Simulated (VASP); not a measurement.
# SiNi (Pnma) in VASP: single point with PBEsol

Aim: the single point of SiNi with PBEsol.

Program: VASP 6.6.1. These are calculated values, not measurements. Logs are shortened: lines on timing, memory, paths and dates and some standing lists are left out, and cuts for length are marked.

### Step 1. The cell of the first run

The structure is orthorhombic, space group Pnma (No. 62). The conventional cell has a = 5.089 Å, b = 3.358 Å, c = 5.527 Å, α = 90.00°, β = 90.00°, γ = 90.00°. Si (site symmetry m) has 6 Ni at 2.26 to 2.38 Å and 2 Si at 2.65 Å within 3.0 Å. Within 3.0 Å of Ni (site symmetry m) lie 6 Si at 2.26 to 2.38 Å and 4 Ni at 2.64 to 2.67 Å.

### Step 2. Single point, PBEsol

Input file INCAR:

```
SYSTEM = SiNi
ALGO     = Normal         ! electronic algorithm
EDIFF    = 1E-6           ! SCF threshold, eV
ENCUT    = 520            ! plane-wave cutoff, eV
GGA      = PS             ! functional
ISIF     = 2              ! what is computed and relaxed
ISMEAR   = 0              ! smearing method
LASPH    = .TRUE.         ! aspherical terms in the spheres
LCHARG   = .TRUE.         ! write CHGCAR
LELF     = .TRUE.         ! ELF
LREAL    = .FALSE.        ! projectors in reciprocal space
LVHAR    = .TRUE.       
LWAVE    = .FALSE.        ! write WAVECAR
NBANDS   = 38             ! bands
NELM     = 100            ! most SCF steps
PREC     = Accurate       ! precision mode
SIGMA    = 0.1            ! smearing width, eV
```

Input file KPOINTS:

```
k-points
0
G
  8 10 6
  0 0 0
```

Input file POSCAR:

```
SiNi
1.0
    5.0885192497      0.0000000000      0.0000000000
    0.0000000000      3.3581860599      0.0000000000
    0.0000000000      0.0000000000      5.5266851116
Si Ni
4 4
Direct
    0.3214402057      0.7500000000      0.0865411943
    0.1785597943      0.2500000000      0.5865411943
    0.8214402057      0.7500000000      0.4134588057
    0.6785597943      0.2500000000      0.9134588057
    0.0093742664      0.2500000000      0.1873501499
    0.4906257336      0.7500000000      0.6873501499
    0.5093742664      0.2500000000      0.3126498501
    0.9906257336      0.7500000000      0.8126498501
```

Potentials or basis: VASP PAW PBE potentials, release 64 (Si, Ni).

Launch:

```bash
$ cat potpaw_PBE.64/Si/POTCAR potpaw_PBE.64/Ni/POTCAR > POTCAR
$ mpirun -np 1 vasp_std > vasp.out
```

OUTCAR:

```text
SYSTEM = SiNi
   EDIFF = 1E-6
   ENCUT = 520
   GGA = PS
   ISIF = 2
   ISMEAR = 0
   LASPH = .TRUE.
   LREAL = .FALSE.
   NELM = 100
   PREC = Accurate

 ion  position               nearest neighbor table
   1  0.321  0.750  0.087-   8 2.26   7 2.30   7 2.30   6 2.37   5 2.38   5 2.38   4 2.65   4 2.65
                             3 3.12   3 3.12
   2  0.179  0.250  0.587-   7 2.26   8 2.30   8 2.30   5 2.37   6 2.38   6 2.38   3 2.65   3 2.65
                             4 3.12   4 3.12
   3  0.821  0.750  0.413-   6 2.26   5 2.30   5 2.30   8 2.37   7 2.38   7 2.38   2 2.65   2 2.65
                             1 3.12   1 3.12
   4  0.679  0.250  0.913-   5 2.26   6 2.30   6 2.30   7 2.37   8 2.38   8 2.38   1 2.65   1 2.65
                             2 3.12   2 3.12
   5  0.009  0.250  0.187-   4 2.26   3 2.30   3 2.30   2 2.37   1 2.38   1 2.38   7 2.64   7 2.64
                             8 2.67   8 2.67
   6  0.491  0.750  0.687-   3 2.26   4 2.30   4 2.30   1 2.37   2 2.38   2 2.38   8 2.64   8 2.64
                             7 2.67   7 2.67
   7  0.509  0.250  0.313-   2 2.26   1 2.30   1 2.30   4 2.37   3 2.38   3 2.38   5 2.64   5 2.64
                             6 2.67   6 2.67
   8  0.991  0.750  0.813-   1 2.26   2 2.30   2 2.30   3 2.37   4 2.38   4 2.38   6 2.64   6 2.64
                             5 2.67   5 2.67

  LATTYP: Found a simple orthorhombic cell.
 ALAT       =     3.3581860599
 B/A-ratio  =     1.5152582850
 C/A-ratio  =     1.6457352312

  Lattice vectors:

 A1 = (   0.0000000000,  -3.3581860599,   0.0000000000)
 A2 = (   5.0885192497,   0.0000000000,   0.0000000000)
 A3 = (   0.0000000000,   0.0000000000,   5.5266851116)

Analysis of symmetry for initial positions (statically):
=====================================================================
 Subroutine PRICEL returns:
 Original cell was already a primitive cell.

 Routine SETGRP: Setting up the symmetry group for a
 simple orthorhombic supercell.

 Subroutine GETGRP returns: Found  8 space group operations
 (whereof  2 operations were pure point group operations)
 out of a pool of  8 trial point group operations.

The static configuration has the point symmetry S_2 .
 The point group associated with its full space group is D_2h.

Analysis of symmetry for dynamics (positions and initial velocities):
=====================================================================
 Subroutine PRICEL returns:
 Original cell was already a primitive cell.

 Routine SETGRP: Setting up the symmetry group for a
 simple orthorhombic supercell.

 Subroutine GETGRP returns: Found  8 space group operations
 (whereof  2 operations were pure point group operations)
 out of a pool of  8 trial point group operations.

The dynamic configuration has the point symmetry S_2 .
 The point group associated with its full space group is D_2h.

 Subroutine INISYM returns: Found  8 space group operations
 (whereof  2 operations are pure point group operations),
 and found     1 'primitive' translations

----------------------------------------------------------------------------------------

                                     Primitive cell

  volume of cell :      94.4411

  direct lattice vectors                    reciprocal lattice vectors
     5.088519250  0.000000000  0.000000000     0.196520825  0.000000000  0.000000000
     0.000000000  3.358186060  0.000000000     0.000000000  0.297779808  0.000000000
     0.000000000  0.000000000  5.526685112     0.000000000  0.000000000  0.180940289

  length of vectors
     5.088519250  3.358186060  5.526685112     0.196520825  0.297779808  0.180940289

  position of ions in fractional coordinates (direct lattice)
     0.321440206  0.750000000  0.086541194
     0.178559794  0.250000000  0.586541194
     0.821440206  0.750000000  0.413458806
     0.678559794  0.250000000  0.913458806
     0.009374266  0.250000000  0.187350150
     0.490625734  0.750000000  0.687350150
     0.509374266  0.250000000  0.312649850
     0.990625734  0.750000000  0.812649850

  ion indices of the primitive-cell ions
   primitive index   ion index
                 1           1
                 2           2
                 3           3
                 4           4
                 5           5
                 6           6
                 7           7
                 8           8

----------------------------------------------------------------------------------------

 KPOINTS: k-points

Automatic generation of k-mesh.
 Grid dimensions read from file:
 generate k-points for:    8   10    6

 Generating k-lattice:

  Cartesian coordinates                     Fractional coordinates (reciprocal lattice)
     0.024565103  0.000000000  0.000000000     0.125000000  0.000000000  0.000000000
     0.000000000  0.029777981  0.000000000     0.000000000  0.100000000  0.000000000
     0.000000000  0.000000000  0.030156715     0.000000000  0.000000000  0.166666667

  Length of vectors
     0.024565103  0.029777981  0.030156715

  Shift w.r.t. Gamma in fractional coordinates (k-lattice)
     0.000000000  0.000000000  0.000000000

 Subroutine IBZKPT returns following result:
 ===========================================

 Found    120 irreducible k-points:

 Following reciprocal coordinates:
            Coordinates               Weight
  0.000000  0.000000  0.000000      1.000000
  0.125000  0.000000  0.000000      2.000000
  0.250000  0.000000  0.000000      2.000000
  0.375000  0.000000  0.000000      2.000000
  0.500000  0.000000  0.000000      1.000000
  0.000000  0.100000  0.000000      2.000000
[... 16 lines left out ...]
  0.250000  0.400000  0.000000      4.000000
  0.375000  0.400000  0.000000      4.000000
 [... further k-points ...]
   k-points           NKPTS =    120   k-points in BZ     NKDIM =    120   number of bands    NBANDS=     38
   number of dos      NEDOS =    301   number of ions     NIONS =      8
   total plane-waves  NPLWV =  47040
   dimension x,y,z NGX =    40 NGY =   28 NGZ =   42
   dimension x,y,z NGXF=    80 NGYF=   56 NGZF=   84
   ions per type =               4   4
   NGX,Y,Z   is equivalent  to a cutoff of  13.07, 13.86, 12.63 a.u.
   NGXF,Y,Z  is equivalent  to a cutoff of  26.14, 27.72, 25.27 a.u.
 SYSTEM =  SiNi
   PREC   = accura    normal or accurate (medium, high low for compatibility)
   ISTART =      0    job   : 0-new  1-cont  2-samecut
   ICHARG =      2    charge: 1-file 2-atom 10-const
   ISPIN  =      1    spin polarized calculation?
   LNONCOLLINEAR =      F non collinear calculations
   LSORBIT =      F    spin-orbit coupling
   LASPH  =      T    aspherical Exc in radial PAW
   ENCUT  =  520.0 eV  38.22 Ry    6.18 a.u.   9.46  6.24 10.28*2*pi/ulx,y,z
   NELM   =    100;   NELMIN=  2; NELMDL= -5     # of ELM steps
   EDIFF  = 0.1E-05   stopping-criterion for ELM
   LREAL  =      F    real-space projection
   EDIFFG = 0.1E-04   stopping-criterion for IOM
   NSW    =      0    number of steps for IOM
   IBRION =     -1    ionic relax: 0-MD 1-quasi-New 2-CG
   NFREE  =      0    steps in history (QN), initial steepest desc. (CG)
   ISIF   =      2    stress and relaxation
   ISYM   =      2    0-nonsym 1-usesym 2-fastsym
   POTIM  = 0.5000    time-step for ionic-motion
   TEBEG  =    0.0;   TEEND  =   0.0 temperature during run
   PSTRESS=    0.0 pullay stress
   NELECT =      56.0000    total number of electrons
   NUPDOWN=      -1.0000    fix difference up-down
   EMIN   =  10.00;   EMAX   =-10.00  energy-range for DOS
   EFERMI =   0.00;   METHOD = LEGACY
   ISMEAR =     0;   SIGMA  =   0.10  broadening in eV -4-tet -1-fermi 0-gaus
   EFERMI_NEDOS =   21; number of points for ismear=-14 and -15
   IALGO  =     38    algorithm
   IMIX   =      4    mixing-type and parameters
     AMIX     =   0.40;   BMIX     =  1.00
     AMIX_MAG =   1.60;   BMIX_MAG =  1.00
  volume/ion in A,a.u.               =      11.81        79.66
  Fermi-wavevector in a.u.,A,eV,Ry     =   1.375363  2.599058 25.737083  1.891622
  Thomas-Fermi vector in A             =   2.500705
   LORBIT       =      0    0 simple, 1 ext, 2 COOP (PROOUT), +10 PAW based schemes
   GGA     = PS    functional components
   LHFCALC =     F    Hartree Fock is set to
   AEXX    =    0.0000 exact exchange contribution
   IVDW    =     0    specifies the selected vdW correction
   LEPSILON=     F    determine dielectric tensor
   LRPA    =     F    only Hartree local field effects (RPA)
 non-spin polarized calculation
 Gauss-broadening in eV      SIGMA  =   0.10
  energy-cutoff  :      520.00
  volume of cell :       94.44
 maximum number of plane-waves:      2568
 NGX is ok and might be reduce to    40
   NGX = 19   NGY = 13   NGZ = 21

 number of electron      56.0000020 magnetization

 Free energy of the ion-electron system (eV)
  ---------------------------------------------------
  ext. energy  EPLUGINS =         0.00000000
  ---------------------------------------------------
  free energy    TOTEN  =       -52.27211573 eV

  energy without entropy =      -52.26482786  energy(sigma->0) =      -52.26847180

 E-fermi :  10.6863     XC(G=0): -12.4542

 val. band max:       10.6600216323   @ k =   0.0000   0.5000   0.3333
 cond. band min:      10.7122172741   @ k =   0.1250   0.4000   0.0000
 fundamental gap:      0.0521956418
 Fermi energy:        10.6863073792

 k-point     1 :       0.0000    0.0000    0.0000
  band No.  band energies     occupation
      1      -2.5147      2.00000
      2       1.0008      2.00000
      3       2.1769      2.00000
      4       2.8420      2.00000
      5       4.0336      2.00000
      6       4.5614      2.00000
[... 30 lines left out ...]
     37      16.9541      0.00000
     38      17.3540      0.00000

 k-point     2 :       0.1250    0.0000    0.0000
  band No.  band energies     occupation
      1      -2.4278      2.00000
      2       0.8146      2.00000
      3       2.2399      2.00000
      4       2.5137      2.00000
      5       4.4387      2.00000
      6       4.6194      2.00000
[... 894 lines left out ...]
 k-point    24 :       0.3750    0.4000    0.0000
  band No.  band energies     occupation
      1       0.2003      2.00000
      2       1.2867      2.00000
      3       2.2357      2.00000
      4       2.8356      2.00000
      5       4.6446      2.00000
      6       4.8964      2.00000
[... 30 lines left out ...]
     37      16.7591      0.00000
     38      17.3903      0.00000

 [... further k-points ...]

------------------------ aborting loop because EDIFF is reached ----------------------------------------

  FORCE on cell =-STRESS in cart. coord.  units (eV):
  Direction    XX          YY          ZZ          XY          YZ          ZX
  --------------------------------------------------------------------------------------
  -------------------------------------------------------------------------------------
  Total        0.1407939      0.0622090      0.1275543      0.0000000      0.0000000      0.0000000
  in kB        2.3885457      1.0553659      2.1639379      0.0000000      0.0000000      0.0000000
  external PRESSURE =       1.8692832 kB  Pullay stress =       0.0000000 kB

 VOLUME and BASIS-vectors are now :
 -----------------------------------------------------------------------------
  energy-cutoff  :      520.00
  volume of cell :       94.44
      direct lattice vectors                 reciprocal lattice vectors
     5.088519250  0.000000000  0.000000000     0.196520825  0.000000000  0.000000000
     0.000000000  3.358186060  0.000000000     0.000000000  0.297779808  0.000000000
     0.000000000  0.000000000  5.526685112     0.000000000  0.000000000  0.180940289

 POSITION                                       TOTAL-FORCE (eV/Angst)
 -----------------------------------------------------------------------------------
      1.63565      2.51864      0.47829        -0.000176     -0.000000      0.004028
      0.90860      0.83955      3.24163         0.000176      0.000000      0.004028
      4.17991      2.51864      2.28506        -0.000176     -0.000000     -0.004028
      3.45286      0.83955      5.04840         0.000176      0.000000     -0.004028
      0.04770      0.83955      1.03543         0.012975      0.000000     -0.003042
      2.49656      2.51864      3.79877        -0.012975      0.000000     -0.003042
      2.59196      0.83955      1.72792         0.012975     -0.000000      0.003042
      5.04082      2.51864      4.49126        -0.012975      0.000000      0.003042
 -----------------------------------------------------------------------------------
    total drift:                                0.000000     -0.000000      0.000000

  FREE ENERGIE OF THE ION-ELECTRON SYSTEM (eV)
  ---------------------------------------------------
  free  energy   TOTEN  =       -52.2721157308 eV

  energy  without entropy=      -52.2648278613  energy(sigma->0) =      -52.26847180
```

Run time: 5.8 min. Hardware: 1 thread of Intel Xeon Platinum 8259CL at 2.50GHz (Skylake/Cascade Lake), shared host; peak memory 0.43 GiB.

What came out:

```
Free energy            : -52.2721 eV
Pressure               : 0.2 GPa
Largest force          : 0.013 eV/Å
Band gap on the k mesh : zero (bands 28 and 29 overlap by 1.89 eV)
```

Forces on the atoms (eV/Å):
```
Si   0.000  0.000  0.004
Si   0.000  0.000  0.004
Si   0.000  0.000 -0.004
Si   0.000  0.000 -0.004
Ni   0.013  0.000 -0.003
Ni  -0.013  0.000 -0.003
Ni   0.013  0.000  0.003
Ni  -0.013  0.000  0.003
```

Levels at points of the mesh, in eV from the Fermi level:
```tsv
k point	band 25	band 26	band 27	band 28	band 29	band 30	band 31	band 32
(0.00, 0.00, 0.00)	-1.79	-1.29	-1.15	-0.93	0.67	1.39	3.36	3.85
(0.50, 0.00, 0.00)	-1.88	-1.88	1.01	1.01	1.11	1.11	3.73	3.73
(0.00, 0.50, 0.00)	-1.97	-1.97	-1.44	-1.44	-0.59	-0.59	2.08	2.08
(0.50, 0.50, 0.00)	-1.74	-1.74	-1.74	-1.74	0.51	0.51	0.51	0.51
(0.00, 0.00, 0.50)	-1.41	-1.41	-0.19	-0.19	0.87	0.87	3.37	3.37
(0.50, 0.00, 0.50)	-0.98	-0.98	0.84	0.84	2.34	2.34	2.68	2.68
(0.00, 0.50, 0.50)	-2.05	-2.05	-1.73	-1.73	0.20	0.20	1.39	1.39
(0.50, 0.50, 0.50)	-1.94	-1.94	-1.94	-1.94	2.67	2.67	2.67	2.67
```

Caveat: the PAW data sets were made with another functional, which shifts forces and pressure a little.
